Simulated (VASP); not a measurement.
# Ag (Fm-3m) in VASP: further runs

Runs on Ag. Level: PBEsol. Tasks: single point.

All numbers are computed with VASP 6.6.1; they aren't measurements. Logs are shortened: lines on timing, memory, paths and dates and some standing lists are left out, and cuts for length are marked.

## (1) The cell of the first run

The structure is cubic, space group Fm-3m (No. 225). Conventional cell: a = 4.085 Å, b = 4.085 Å, c = 4.085 Å, α = 90.00°, β = 90.00°, γ = 90.00°. Within 3.8 Å of Ag (site symmetry m-3m) lie 12 Ag at 2.89 Å.

## (2) Single point, PBEsol

Input file INCAR:

```
SYSTEM = Ag
ALGO = Normal ; EDIFF = 1E-6
ENCUT = 500 ; GGA = PS
GGA_COMPAT = .False. ; ISIF = 2
ISMEAR = 1 ; LASPH = .True.
LCHARG = .True. ; LELF = .True.
LREAL = .False. ; LVHAR = .True.
LWAVE = .False. ; NBANDS = 12
NELM = 120 ; PREC = Accurate
SIGMA = 0.1
```

Input file KPOINTS:

```
k-points
0
Gamma
  12 12 12
  0 0 0
```

Input file POSCAR:

```
Ag
1.0
    0.0000000000      2.0427500000      2.0427500000
    2.0427500000      0.0000000000      2.0427500000
    2.0427500000      2.0427500000      0.0000000000
Ag
1
Direct
    0.0000000000      0.0000000000      0.0000000000
```

Potentials or basis: VASP PAW PBE potentials, release 64 (Ag).

Run with:

```bash
cat potpaw_PBE.64/Ag/POTCAR > POTCAR
mpirun -np 1 vasp_std > vasp.out
```

OUTCAR:

```text
SYSTEM = Ag
   EDIFF = 1E-6
   ENCUT = 500
   GGA = PS
   ISIF = 2
   ISMEAR = 1
   LASPH = .True.
   LREAL = .False.
   NELM = 120
   PREC = Accurate

 ion  position               nearest neighbor table
   1  0.000  0.000  0.000-

  LATTYP: Found a face centered cubic cell.
 ALAT       =     4.0855000000

  Lattice vectors:

 A1 = (   0.0000000000,   2.0427500000,   2.0427500000)
 A2 = (   2.0427500000,   0.0000000000,   2.0427500000)
 A3 = (   2.0427500000,   2.0427500000,   0.0000000000)

Analysis of symmetry for initial positions (statically):
=====================================================================
 Subroutine PRICEL returns:
 Original cell was already a primitive cell.

 Routine SETGRP: Setting up the symmetry group for a
 face centered cubic supercell.

 Subroutine GETGRP returns: Found 48 space group operations
 (whereof 48 operations were pure point group operations)
 out of a pool of 48 trial point group operations.

The static configuration has the point symmetry O_h .

Analysis of symmetry for dynamics (positions and initial velocities):
=====================================================================
 Subroutine PRICEL returns:
 Original cell was already a primitive cell.

 Routine SETGRP: Setting up the symmetry group for a
 face centered cubic supercell.

 Subroutine GETGRP returns: Found 48 space group operations
 (whereof 48 operations were pure point group operations)
 out of a pool of 48 trial point group operations.

The dynamic configuration has the point symmetry O_h .

 Subroutine INISYM returns: Found 48 space group operations
 (whereof 48 operations are pure point group operations),
 and found     1 'primitive' translations

----------------------------------------------------------------------------------------

                                     Primitive cell

  volume of cell :      17.0481

  direct lattice vectors                    reciprocal lattice vectors
     0.000000000  2.042750000  2.042750000    -0.244768082  0.244768082  0.244768082
     2.042750000  0.000000000  2.042750000     0.244768082 -0.244768082  0.244768082
     2.042750000  2.042750000  0.000000000     0.244768082  0.244768082 -0.244768082

  length of vectors
     2.888884755  2.888884755  2.888884755     0.423950755  0.423950755  0.423950755

  position of ions in fractional coordinates (direct lattice)
     0.000000000  0.000000000  0.000000000

  ion indices of the primitive-cell ions
   primitive index   ion index
                 1           1

----------------------------------------------------------------------------------------

 KPOINTS: k-points

Automatic generation of k-mesh.
 Grid dimensions read from file:
 generate k-points for:   12   12   12

 Generating k-lattice:

  Cartesian coordinates                     Fractional coordinates (reciprocal lattice)
    -0.020397340  0.020397340  0.020397340     0.083333333  0.000000000  0.000000000
     0.020397340 -0.020397340  0.020397340     0.000000000  0.083333333  0.000000000
     0.020397340  0.020397340 -0.020397340     0.000000000  0.000000000  0.083333333

  Length of vectors
     0.035329230  0.035329230  0.035329230

  Shift w.r.t. Gamma in fractional coordinates (k-lattice)
     0.000000000  0.000000000  0.000000000

 Subroutine IBZKPT returns following result:
 ===========================================

 Found     72 irreducible k-points:

 Following reciprocal coordinates:
            Coordinates               Weight
  0.000000  0.000000  0.000000      1.000000
  0.083333  0.000000  0.000000      8.000000
  0.166667  0.000000  0.000000      8.000000
  0.250000  0.000000  0.000000      8.000000
  0.333333  0.000000  0.000000      8.000000
  0.416667  0.000000  0.000000      8.000000
[... 16 lines left out ...]
  0.500000  0.166667  0.000000     24.000000
 -0.416667  0.166667  0.000000     24.000000
 [... further k-points ...]
   k-points           NKPTS =     72   k-points in BZ     NKDIM =     72   number of bands    NBANDS=     12
   number of dos      NEDOS =    301   number of ions     NIONS =      1
   total plane-waves  NPLWV =  13824
   dimension x,y,z NGX =    24 NGY =   24 NGZ =   24
   dimension x,y,z NGXF=    48 NGYF=   48 NGZF=   48
   ions per type =               1
   NGX,Y,Z   is equivalent  to a cutoff of  13.81, 13.81, 13.81 a.u.
   NGXF,Y,Z  is equivalent  to a cutoff of  27.62, 27.62, 27.62 a.u.
 SYSTEM =  Ag
   PREC   = accura    normal or accurate (medium, high low for compatibility)
   ISTART =      0    job   : 0-new  1-cont  2-samecut
   ICHARG =      2    charge: 1-file 2-atom 10-const
   ISPIN  =      1    spin polarized calculation?
   LNONCOLLINEAR =      F non collinear calculations
   LSORBIT =      F    spin-orbit coupling
   LASPH  =      T    aspherical Exc in radial PAW
   ENCUT  =  500.0 eV  36.75 Ry    6.06 a.u.   5.27  5.27  5.27*2*pi/ulx,y,z
   NELM   =    120;   NELMIN=  2; NELMDL= -5     # of ELM steps
   EDIFF  = 0.1E-05   stopping-criterion for ELM
   LREAL  =      F    real-space projection
   EDIFFG = 0.1E-04   stopping-criterion for IOM
   NSW    =      0    number of steps for IOM
   IBRION =     -1    ionic relax: 0-MD 1-quasi-New 2-CG
   NFREE  =      0    steps in history (QN), initial steepest desc. (CG)
   ISIF   =      2    stress and relaxation
   ISYM   =      2    0-nonsym 1-usesym 2-fastsym
   POTIM  = 0.5000    time-step for ionic-motion
   TEBEG  =    0.0;   TEEND  =   0.0 temperature during run
   PSTRESS=    0.0 pullay stress
   NELECT =      11.0000    total number of electrons
   NUPDOWN=      -1.0000    fix difference up-down
   EMIN   =  10.00;   EMAX   =-10.00  energy-range for DOS
   EFERMI =   0.00;   METHOD = LEGACY
   ISMEAR =     1;   SIGMA  =   0.10  broadening in eV -4-tet -1-fermi 0-gaus
   EFERMI_NEDOS =   21; number of points for ismear=-14 and -15
   IALGO  =     38    algorithm
   IMIX   =      4    mixing-type and parameters
     AMIX     =   0.40;   BMIX     =  1.00
     AMIX_MAG =   1.60;   BMIX_MAG =  1.00
  volume/ion in A,a.u.               =      17.05       115.05
  Fermi-wavevector in a.u.,A,eV,Ry     =   1.414644  2.673290 27.228221  2.001218
  Thomas-Fermi vector in A             =   2.536165
   LORBIT       =      0    0 simple, 1 ext, 2 COOP (PROOUT), +10 PAW based schemes
   GGA     = PS    functional components
   LHFCALC =     F    Hartree Fock is set to
   AEXX    =    0.0000 exact exchange contribution
   IVDW    =     0    specifies the selected vdW correction
   LEPSILON=     F    determine dielectric tensor
   LRPA    =     F    only Hartree local field effects (RPA)
 non-spin polarized calculation
 Methfessel and Paxton  Order N= 1 SIGMA  =   0.10
  energy-cutoff  :      500.00
  volume of cell :       17.05
 maximum number of plane-waves:       448
 NGX is ok and might be reduce to    24
   NGX = 11   NGY = 11   NGZ = 11

 number of electron      10.9999999 magnetization

 Free energy of the ion-electron system (eV)
  ---------------------------------------------------
  ext. energy  EPLUGINS =         0.00000000
  ---------------------------------------------------
  free energy    TOTEN  =        -3.29998220 eV

  energy without entropy =       -3.29968525  energy(sigma->0) =       -3.29988321

 E-fermi :   8.1691     XC(G=0): -12.4128

 val. band max:        8.0233333049   @ k =   0.5000   0.3333   0.1667
 cond. band min:       8.1746169420   @ k =   0.5000   0.0833   0.0000
 fundamental gap:      0.1512836371
 Fermi energy:         8.1691336408

 k-point     1 :       0.0000    0.0000    0.0000
  band No.  band energies     occupation
      1       0.4019      2.00000
      2       3.4647      2.00000
      3       3.4647      2.00000
      4       3.4647      2.00000
      5       4.5122      2.00000
      6       4.5122      2.00000
      7      24.2183      0.00000
      8      27.7926      0.00000
      9      27.7926      0.00000
     10      27.7926      0.00000
     11      32.6120      0.00000
     12      33.7384      0.00000

 k-point     2 :       0.0833    0.0000    0.0000
  band No.  band energies     occupation
      1       0.6174      2.00000
      2       3.4162      2.00000
      3       3.5234      2.00000
      4       3.5234      2.00000
      5       4.4907      2.00000
      6       4.4907      2.00000
      7      24.2128      0.00000
      8      26.2050      0.00000
      9      27.8787      0.00000
     10      27.8787      0.00000
     11      32.3426      0.00000
     12      33.4615      0.00000

 k-point     3 :       0.1667    0.0000    0.0000
  band No.  band energies     occupation
      1       1.2004      2.00000
      2       3.3562      2.00000
      3       3.6415      2.00000
      4       3.6415      2.00000
      5       4.4842      2.00000
      6       4.4842      2.00000
      7      22.4902      0.00000
      8      25.1159      0.00000
      9      28.0152      0.00000
     10      28.0152      0.00000
     11      31.1250      0.00000
     12      32.5301      0.00000

 k-point     4 :       0.2500    0.0000    0.0000
  band No.  band energies     occupation
      1       1.8079      2.00000
      2       3.6674      2.00000
      3       3.6674      2.00000
      4       3.6730      2.00000
      5       4.6356      2.00000
      6       4.6356      2.00000
      7      19.3383      0.00000
      8      24.8110      0.00000
      9      27.8355      0.00000
     10      27.8355      0.00000
     11      31.0915      0.00000
     12      31.4989      0.00000

 k-point     5 :       0.3333    0.0000    0.0000
  band No.  band energies     occupation
      1       1.9512      2.00000
      2       3.5783      2.00000
      3       3.5783      2.00000
      4       4.8778      2.00000
      5       4.9334      2.00000
      6       4.9334      2.00000
      7      16.1682      0.00000
      8      24.1840      0.00000
      9      27.1154      0.00000
     10      27.1154      0.00000
     11      31.0737      0.00000
     12      31.0737      0.00000
[... 228 lines left out ...]
      1       2.3337      2.00000
      2       3.0554      2.00000
      3       3.6498      2.00000
      4       4.0441      2.00000
      5       5.0581      2.00000
      6       5.4259      2.00000
      7      18.7600      0.00000
      8      23.5100      0.00000
      9      23.9324      0.00000
     10      25.6920      0.00000
     11      30.2778      0.00000
     12      33.6983      0.00000

 k-point    22 :       0.4167    0.1667    0.0000
  band No.  band energies     occupation
      1       2.2897      2.00000
      2       3.2759      2.00000
      3       3.7488      2.00000
      4       3.9532      2.00000
      5       5.2818      2.00000
      6       6.9242      2.00000
      7      15.6313      0.00000
      8      22.7906      0.00000
      9      23.2694      0.00000
     10      25.0230      0.00000
     11      32.9111      0.00000
     12      33.5255      0.00000

 k-point    23 :       0.5000    0.1667    0.0000
  band No.  band energies     occupation
      1       2.2473      2.00000
      2       3.2057      2.00000
      3       3.8577      2.00000
      4       4.1193      2.00000
      5       5.3393      2.00000
      6       8.7950     -0.00000
      7      12.9133      0.00000
      8      21.7128      0.00000
      9      23.5721      0.00000
     10      24.6067      0.00000
     11      33.1523      0.00000
     12      33.2217      0.00000

 k-point    24 :      -0.4167    0.1667    0.0000
  band No.  band energies     occupation
      1       2.2843      2.00000
      2       3.2022      2.00000
      3       3.8123      2.00000
      4       4.2688      2.00000
      5       5.1738      2.00000
      6       9.3671     -0.00000
      7      12.2988      0.00000
      8      20.9396      0.00000
      9      24.4949      0.00000
     10      24.5651      0.00000
     11      32.6101      0.00000
     12      32.8462      0.00000

 [... further k-points ...]
[... 5 lines left out ...]
  --------------------------------------------------------------------------------------
  -------------------------------------------------------------------------------------
  Total       -0.2795302     -0.2795302     -0.2795302      0.0000000      0.0000000      0.0000000
  in kB      -26.2702166    -26.2702166    -26.2702166      0.0000000      0.0000000      0.0000000
  external PRESSURE =     -26.2702166 kB  Pullay stress =       0.0000000 kB

 VOLUME and BASIS-vectors are now :
 -----------------------------------------------------------------------------
  energy-cutoff  :      500.00
  volume of cell :       17.05
      direct lattice vectors                 reciprocal lattice vectors
     0.000000000  2.042750000  2.042750000    -0.244768082  0.244768082  0.244768082
     2.042750000  0.000000000  2.042750000     0.244768082 -0.244768082  0.244768082
     2.042750000  2.042750000  0.000000000     0.244768082  0.244768082 -0.244768082

 POSITION                                       TOTAL-FORCE (eV/Angst)
 -----------------------------------------------------------------------------------
      0.00000      0.00000      0.00000         0.000000      0.000000     -0.000000
 -----------------------------------------------------------------------------------
    total drift:                                0.000000      0.000000     -0.000000

  FREE ENERGIE OF THE ION-ELECTRON SYSTEM (eV)
  ---------------------------------------------------
  free  energy   TOTEN  =        -3.2999821956 eV

  energy  without entropy=       -3.2996852524  energy(sigma->0) =       -3.29988321
```

Run time: 21 s. Hardware: 1 thread of AMD EPYC 7R43 (Zen 3), shared host; peak memory 0.11 GiB.

Results:

```yaml
Free_energy: -3.3000 eV
Pressure: -2.6 GPa
```

Caveat: the PAW data sets were made with another functional, which shifts forces and pressure a little.

## (3) Single point, PBEsol, non-collinear spin, zero start, spin-orbit coupling

Input file INCAR:

```
SYSTEM = Ag
  PREC = Accurate
  ENCUT = 500
  EDIFF = 1E-6
  ISMEAR = 1
  SIGMA = 0.1
  LREAL = .False.
  LASPH = .True.
  NELM = 200
  ALGO = Normal
  ISIF = 2
  LWAVE = .False.
  LCHARG = .False.
  MAGMOM = 0 0 0
  LORBIT = 11
  LSORBIT = .True.
  GGA_COMPAT = .False.
  LORBMOM = .True.
  LMAXMIX = 4
  GGA = PS
  NBANDS = 22
```

Input file KPOINTS:

```
Automatic mesh
0
Gamma
  12 12 12
  0 0 0
```

POSCAR is that of step 2.

Potentials or basis: VASP PAW PBE potentials, release 64 (Ag).

Run with:

```bash
cat potpaw_PBE.64/Ag/POTCAR > POTCAR
mpirun -np 1 vasp_ncl > vasp.out
```

Run time: 76 s. Hardware: 1 thread of AMD EPYC 7R43 (Zen 3), shared host; peak memory 0.17 GiB.

The run converged. Its results:

* Free energy: -3.3275 eV
* Pressure: -2.8 GPa
* Net moment: 0.00 μB per cell
* Valence electrons inside the program's atomic spheres: Ag 9.86

Moments on the atoms (μB; x, y, z):
```
Ag  0.00 0.00 0.00
```

Caveat: the PAW data sets were made with another functional, which shifts forces and pressure a little.
